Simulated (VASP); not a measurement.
# Zn7Se8 (a cell with a defect) in VASP: single point with r2SCAN

Aim: the single point of Zn7Se8 (a cell with a defect) with r2SCAN.

All numbers are computed with VASP 6.6.1; they aren't measurements. Logs are shortened: lines on timing, memory, paths and dates and some standing lists are left out, and cuts for length are marked.

**1. The cell of the first run**

The cell holds a defect, 15 atoms: a = 8.011 Å, b = 8.011 Å, c = 8.011 Å, α = 60.00°, β = 60.00°, γ = 60.00°.

**2. Single point, r2SCAN**

The input, POSCAR:

```
Zn7Se8
1.0
    0.0000000000      5.6648850800     -5.6648850800
    5.6648850800      5.6648850800      0.0000000000
    5.6648850800      0.0000000000     -5.6648850800
Zn Se
7 8
Direct
    0.4982464710     -0.4336606948      0.4982462945
   -0.0121723564     -0.0016579330      0.4819428746
    0.0374643964      0.4984809860      0.4906379319
    0.4819426981     -0.0016579330     -0.0121721798
    0.4906379319      0.4984811625      0.0374642198
    0.0122153405     -0.0218310695      0.0122153405
   -0.0005587933      0.5018021478     -0.0005587933
    0.4013383269      0.3684869985      0.4013381504
    0.3549711903      0.9271617916      0.3549713669
    0.8750893319      0.3865805694      0.3782411240
    0.8554420666      0.8653314111      0.3799819360
    0.3782412123      0.3865806577      0.8750892436
    0.3799817595      0.8653315876      0.8554420666
    0.8804494583      0.3638919362      0.8804494583
    0.8667111390      0.8800114971      0.8667111390
```

The input, INCAR.step1:

```
SYSTEM = Zn7Se8
  ALGO = Normal
  EDIFF = 1E-4
  ENCUT = 520
  GGA = PE
  ISMEAR = 0
  LASPH = .True.
  LCHARG = .False.
  LREAL = Auto
  LWAVE = .True.
  NBANDS = 79
  NELECT = 134.0
  NELM = 80
  PREC = Accurate
  SIGMA = 0.02
```

The input, INCAR.step2:

```
SYSTEM = Zn7Se8
  ALGO = Normal
  EDIFF = 1E-6
  ENCUT = 520
  ISIF = 2
  ISMEAR = 0
  ISTART = 1
  LASPH = .True.
  LCHARG = .False.
  LMIXTAU = .True.
  LREAL = Auto
  LWAVE = .False.
  METAGGA = R2SCAN
  NBANDS = 79
  NELECT = 134.0
  NELM = 80
  PREC = Accurate
  SIGMA = 0.02
```

The input, KPOINTS:

```
k-points
0
Gamma
  2 2 2
  0 0 0
```

Potentials or basis: VASP PAW PBE potentials, release 64 (Zn, Se).

Command:

```bash
$ cat potpaw_PBE.64/Zn/POTCAR potpaw_PBE.64/Se/POTCAR > POTCAR
$ cp INCAR.step1 INCAR
$ mpirun -np 1 vasp_std > vasp.out
$ cp INCAR.step2 INCAR
$ mpirun -np 1 vasp_std > vasp.out
```

OUTCAR:

```text
SYSTEM = Zn7Se8
   EDIFF = 1E-6
   ENCUT = 520
   ISIF = 2
   ISMEAR = 0
   ISTART = 1
   LASPH = .True.
   LREAL = Auto
   METAGGA = R2SCAN
   NELECT = 134.0
   NELM = 80
   PREC = Accurate

 ion  position               nearest neighbor table
   1  0.498  0.566  0.498-   9 2.38  10 2.50  12 2.50   8 2.60
   2  0.988  0.998  0.482-  11 2.41   9 2.43  15 2.52  10 2.56
   3  0.037  0.498  0.491-   8 2.39  11 2.44  10 2.54  14 2.56
   4  0.482  0.998  0.988-  13 2.41   9 2.43  15 2.52  12 2.56
   5  0.491  0.498  0.037-   8 2.39  13 2.44  12 2.54  14 2.56
   6  0.012  0.978  0.012-  13 2.42  11 2.42  14 2.52  15 2.56
   7  0.999  0.502  0.999-  14 2.46  15 2.48  10 2.48  12 2.48
   8  0.401  0.368  0.401-   3 2.39   5 2.39   1 2.60
   9  0.355  0.927  0.355-   1 2.38   4 2.43   2 2.43
  10  0.875  0.387  0.378-   7 2.48   1 2.50   3 2.54   2 2.56
  11  0.855  0.865  0.380-   2 2.41   6 2.42   3 2.44
  12  0.378  0.387  0.875-   7 2.48   1 2.50   5 2.54   4 2.56
  13  0.380  0.865  0.855-   4 2.41   6 2.42   5 2.44
  14  0.880  0.364  0.880-   7 2.46   6 2.52   5 2.56   3 2.56
  15  0.867  0.880  0.867-   7 2.48   2 2.52   4 2.52   6 2.56

  LATTYP: Found a face centered cubic cell.
 ALAT       =    11.3297701600

  Lattice vectors:

 A1 = (   0.0000000000,   5.6648850800,  -5.6648850800)
 A2 = (   5.6648850800,   5.6648850800,   0.0000000000)
 A3 = (   5.6648850800,   0.0000000000,  -5.6648850800)

Analysis of symmetry for initial positions (statically):
=====================================================================
 Subroutine PRICEL returns:
 Original cell was already a primitive cell.

 Routine SETGRP: Setting up the symmetry group for a
 face centered cubic supercell.

 Subroutine GETGRP returns: Found  2 space group operations
 (whereof  2 operations were pure point group operations)
 out of a pool of 48 trial point group operations.

The static configuration has the point symmetry C_1h.

Analysis of symmetry for dynamics (positions and initial velocities):
=====================================================================
 Subroutine PRICEL returns:
 Original cell was already a primitive cell.

 Routine SETGRP: Setting up the symmetry group for a
 face centered cubic supercell.

 Subroutine GETGRP returns: Found  2 space group operations
 (whereof  2 operations were pure point group operations)
 out of a pool of 48 trial point group operations.

The dynamic configuration has the point symmetry C_1h.

 Subroutine INISYM returns: Found  2 space group operations
 (whereof  2 operations are pure point group operations),
 and found     1 'primitive' translations

----------------------------------------------------------------------------------------

                                     Primitive cell

  volume of cell :     363.5828

  direct lattice vectors                    reciprocal lattice vectors
     0.000000000  5.664885080 -5.664885080    -0.088263044  0.088263044 -0.088263044
     5.664885080  5.664885080  0.000000000     0.088263044  0.088263044  0.088263044
     5.664885080  0.000000000 -5.664885080     0.088263044 -0.088263044 -0.088263044

  length of vectors
     8.011357309  8.011357309  8.011357309     0.152876076  0.152876076  0.152876076

  position of ions in fractional coordinates (direct lattice)
     0.498246471  0.566339305  0.498246294
     0.987827644  0.998342067  0.481942875
     0.037464396  0.498480986  0.490637932
     0.481942698  0.998342067  0.987827820
     0.490637932  0.498481162  0.037464220
     0.012215340  0.978168930  0.012215340
     0.999441207  0.501802148  0.999441207
     0.401338327  0.368486999  0.401338150
     0.354971190  0.927161792  0.354971367
     0.875089332  0.386580569  0.378241124
     0.855442067  0.865331411  0.379981936
     0.378241212  0.386580658  0.875089244
     0.379981759  0.865331588  0.855442067
     0.880449458  0.363891936  0.880449458
     0.866711139  0.880011497  0.866711139

  ion indices of the primitive-cell ions
   primitive index   ion index
                 1           1
                 2           2
                 3           3
                 4           4
                 5           5
                 6           6
                 7           7
                 8           8
                 9           9
                10          10
                11          11
                12          12
                13          13
                14          14
                15          15

----------------------------------------------------------------------------------------

 KPOINTS: k-points

Automatic generation of k-mesh.
 Grid dimensions read from file:
 generate k-points for:    2    2    2

 Generating k-lattice:

  Cartesian coordinates                     Fractional coordinates (reciprocal lattice)
    -0.044131522  0.044131522 -0.044131522     0.500000000  0.000000000  0.000000000
     0.044131522  0.044131522  0.044131522     0.000000000  0.500000000  0.000000000
     0.044131522 -0.044131522 -0.044131522     0.000000000  0.000000000  0.500000000

  Length of vectors
     0.076438038  0.076438038  0.076438038

  Shift w.r.t. Gamma in fractional coordinates (k-lattice)
     0.000000000  0.000000000  0.000000000

 Subroutine IBZKPT returns following result:
 ===========================================

 Found      6 irreducible k-points:

 Following reciprocal coordinates:
            Coordinates               Weight
  0.000000  0.000000  0.000000      1.000000
  0.500000  0.000000  0.000000      2.000000
  0.000000  0.500000  0.000000      1.000000
  0.500000  0.500000  0.500000      1.000000
  0.500000  0.500000  0.000000      2.000000
  0.500000  0.000000  0.500000      1.000000
   k-points           NKPTS =      6   k-points in BZ     NKDIM =      6   number of bands    NBANDS=     79
   number of dos      NEDOS =    301   number of ions     NIONS =     15
   total plane-waves  NPLWV = 216000
   dimension x,y,z NGX =    60 NGY =   60 NGZ =   60
   dimension x,y,z NGXF=   120 NGYF=  120 NGZF=  120
   ions per type =               7   8
   NGX,Y,Z   is equivalent  to a cutoff of  12.45, 12.45, 12.45 a.u.
   NGXF,Y,Z  is equivalent  to a cutoff of  24.90, 24.90, 24.90 a.u.
 SYSTEM =  Zn7Se8
   PREC   = accura    normal or accurate (medium, high low for compatibility)
   ISTART =      1    job   : 0-new  1-cont  2-samecut
   ICHARG =      0    charge: 1-file 2-atom 10-const
   ISPIN  =      1    spin polarized calculation?
   LNONCOLLINEAR =      F non collinear calculations
   LSORBIT =      F    spin-orbit coupling
   LASPH  =      T    aspherical Exc in radial PAW
   ENCUT  =  520.0 eV  38.22 Ry    6.18 a.u.  14.90 14.90 14.90*2*pi/ulx,y,z
   NELM   =     80;   NELMIN=  2; NELMDL=  0     # of ELM steps
   EDIFF  = 0.1E-05   stopping-criterion for ELM
   LREAL  =      T    real-space projection
   EDIFFG = 0.1E-04   stopping-criterion for IOM
   NSW    =      0    number of steps for IOM
   IBRION =     -1    ionic relax: 0-MD 1-quasi-New 2-CG
   NFREE  =      0    steps in history (QN), initial steepest desc. (CG)
   ISIF   =      2    stress and relaxation
   ISYM   =      2    0-nonsym 1-usesym 2-fastsym
   POTIM  = 0.5000    time-step for ionic-motion
   TEBEG  =    0.0;   TEEND  =   0.0 temperature during run
   PSTRESS=    0.0 pullay stress
   NELECT =     134.0000    total number of electrons
   NUPDOWN=      -1.0000    fix difference up-down
   EMIN   =  10.00;   EMAX   =-10.00  energy-range for DOS
   EFERMI =   0.00;   METHOD = LEGACY
   ISMEAR =     0;   SIGMA  =   0.02  broadening in eV -4-tet -1-fermi 0-gaus
   EFERMI_NEDOS =   21; number of points for ismear=-14 and -15
   IALGO  =     38    algorithm
   IMIX   =      4    mixing-type and parameters
     AMIX     =   0.40;   BMIX     =  1.00
     AMIX_MAG =   1.60;   BMIX_MAG =  1.00
  volume/ion in A,a.u.               =      24.24       163.57
  Fermi-wavevector in a.u.,A,eV,Ry     =   1.173749  2.218064 18.744574  1.377687
  Thomas-Fermi vector in A             =   2.310157
   LORBIT       =      0    0 simple, 1 ext, 2 COOP (PROOUT), +10 PAW based schemes
   METAGGA = R2SCAN    functional components
   LHFCALC =     F    Hartree Fock is set to
   AEXX    =    0.0000 exact exchange contribution
   IVDW    =     0    specifies the selected vdW correction
   LEPSILON=     F    determine dielectric tensor
   LRPA    =     F    only Hartree local field effects (RPA)
 non-spin polarized calculation
 Gauss-broadening in eV      SIGMA  =   0.02
  energy-cutoff  :      520.00
  volume of cell :      363.58
 maximum number of plane-waves:      9841
 NGX is ok and might be reduce to    60
   NGX = 29   NGY = 29   NGZ = 29

 number of electron     133.9999995 magnetization

 Free energy of the ion-electron system (eV)
  ---------------------------------------------------
  ext. energy  EPLUGINS =         0.00000000
  ---------------------------------------------------
  free energy    TOTEN  =      -184.14297892 eV

  energy without entropy =     -184.14297892  energy(sigma->0) =     -184.14297892

 E-fermi :   1.4427     XC(G=0):  -9.7473

 val. band max:        1.2967215010   @ k =   0.0000   0.0000   0.0000
 cond. band min:       2.9107823249   @ k =   0.0000   0.0000   0.0000
 fundamental gap:      1.6140608239
 Fermi energy:         1.4427438687

 k-point     1 :       0.0000    0.0000    0.0000
  band No.  band energies     occupation
      1     -12.5615      2.00000
      2     -11.8325      2.00000
      3     -11.8234      2.00000
      4     -11.7740      2.00000
      5     -11.5056      2.00000
      6     -11.2624      2.00000
[... 71 lines left out ...]
     78       7.0122      0.00000
     79       7.3000      0.00000

 k-point     2 :       0.5000    0.0000    0.0000
  band No.  band energies     occupation
      1     -12.2915      2.00000
      2     -12.1052      2.00000
      3     -11.8025      2.00000
      4     -11.7449      2.00000
      5     -11.4815      2.00000
      6     -11.3397      2.00000
[... 71 lines left out ...]
     78       6.9026      0.00000
     79       7.1105      0.00000

 k-point     3 :       0.0000    0.5000    0.0000
  band No.  band energies     occupation
      1     -12.2840      2.00000
      2     -12.1029      2.00000
      3     -11.7997      2.00000
      4     -11.7509      2.00000
      5     -11.5331      2.00000
      6     -11.3101      2.00000
[... 71 lines left out ...]
     78       6.7370      0.00000
     79       7.2088      0.00000

 k-point     4 :       0.5000    0.5000    0.5000
  band No.  band energies     occupation
      1     -12.3197      2.00000
      2     -12.0341      2.00000
      3     -11.8012      2.00000
      4     -11.8011      2.00000
      5     -11.4925      2.00000
      6     -11.3391      2.00000
[... 71 lines left out ...]
     78       6.9551      0.00000
     79       7.0283      0.00000

 k-point     5 :       0.5000    0.5000    0.0000
  band No.  band energies     occupation
      1     -12.1416      2.00000
      2     -12.1161      2.00000
      3     -11.8440      2.00000
      4     -11.8086      2.00000
      5     -11.5495      2.00000
      6     -11.4321      2.00000
[... 71 lines left out ...]
     78       6.8540      0.00000
     79       7.4887      0.00000

 k-point     6 :       0.5000    0.0000    0.5000
  band No.  band energies     occupation
      1     -12.1586      2.00000
      2     -12.1034      2.00000
      3     -11.8469      2.00000
      4     -11.7955      2.00000
      5     -11.5406      2.00000
      6     -11.4437      2.00000
[... 71 lines left out ...]
     78       6.8653      0.00000
     79       7.4145      0.00000

------------------------ aborting loop because EDIFF is reached ----------------------------------------

  FORCE on cell =-STRESS in cart. coord.  units (eV):
  Direction    XX          YY          ZZ          XY          YZ          ZX
  --------------------------------------------------------------------------------------
  -------------------------------------------------------------------------------------
  Total       11.1295347     11.1295347     11.2500822     -0.3367922      0.1904617      0.1903613
  in kB       49.0438193     49.0438193     49.5750281     -1.4841211      0.8392956      0.8388532
  external PRESSURE =      49.2208889 kB  Pullay stress =       0.0000000 kB

 VOLUME and BASIS-vectors are now :
 -----------------------------------------------------------------------------
  energy-cutoff  :      520.00
  volume of cell :      363.58
      direct lattice vectors                 reciprocal lattice vectors
     0.000000000  5.664885080 -5.664885080    -0.088263044  0.088263044 -0.088263044
     5.664885080  5.664885080  0.000000000     0.088263044  0.088263044  0.088263044
     5.664885080  0.000000000 -5.664885080     0.088263044 -0.088263044 -0.088263044

 POSITION                                       TOTAL-FORCE (eV/Angst)
 -----------------------------------------------------------------------------------
      6.03076      6.03076     -5.64502        -0.524846     -0.524846      0.339713
      8.38564     11.25142     -8.32608        -0.042136      0.078622     -0.073807
      5.60325      3.03607     -2.99164         0.114757      0.011088      0.053761
     11.25142      8.38564     -8.32608         0.078622     -0.042136     -0.073807
      3.03607      5.60325     -2.99164         0.011088      0.114757      0.053761
      5.61041      5.61041     -0.13840         0.017327      0.017327     -0.019595
      8.50437      8.50437    -11.32344         0.014426      0.014426      0.001501
      4.36097      4.36097     -4.54707         0.092855      0.092855      0.012119
      7.26314      7.26314     -4.02174         0.065856      0.065856     -0.222520
      4.33263      7.14721     -7.09997        -0.041903      0.027869     -0.045488
      7.05456      9.74798     -6.99853         0.082137      0.068580      0.006106
      7.14721      4.33263     -7.09997         0.027869     -0.041903     -0.045488
      9.74798      7.05456     -6.99853         0.068580      0.082137      0.006106
      7.04905      7.04905     -9.97529         0.014510      0.014510      0.034093
      9.89498      9.89498     -9.81964         0.020857      0.020857     -0.026456
 -----------------------------------------------------------------------------------
    total drift:                                0.000015     -0.000014      0.012536

  FREE ENERGIE OF THE ION-ELECTRON SYSTEM (eV)
  ---------------------------------------------------
  free  energy   TOTEN  =      -184.1429789215 eV

  energy  without entropy=     -184.1429789215  energy(sigma->0) =     -184.14297892
```

Run time: 22 min. Hardware: 1 thread of AMD EPYC 7R13, shared host; peak memory 0.57 GiB.

What came out:

* Free energy: -184.1430 eV
* Largest force: 0.816 eV/Å

Forces on the atoms (eV/Å):
```
Zn  -0.525 -0.525  0.340
Zn  -0.042  0.079 -0.074
Zn   0.115  0.011  0.054
Zn   0.079 -0.042 -0.074
Zn   0.011  0.115  0.054
Zn   0.017  0.017 -0.020
Zn   0.014  0.014  0.002
Se   0.093  0.093  0.012
Se   0.066  0.066 -0.223
Se  -0.042  0.028 -0.045
Se   0.082  0.069  0.006
Se   0.028 -0.042 -0.045
Se   0.069  0.082  0.006
Se   0.015  0.015  0.034
Se   0.021  0.021 -0.026
```

Caveat: the k points lie up to 0.48 Å⁻¹ apart; the cell carries a net charge on a neutralising background, which shifts energy and pressure; the cell is charged against a uniform background, so pressure and absolute levels hang on convention; the PAW data sets were made with another functional, which shifts forces and pressure a little.
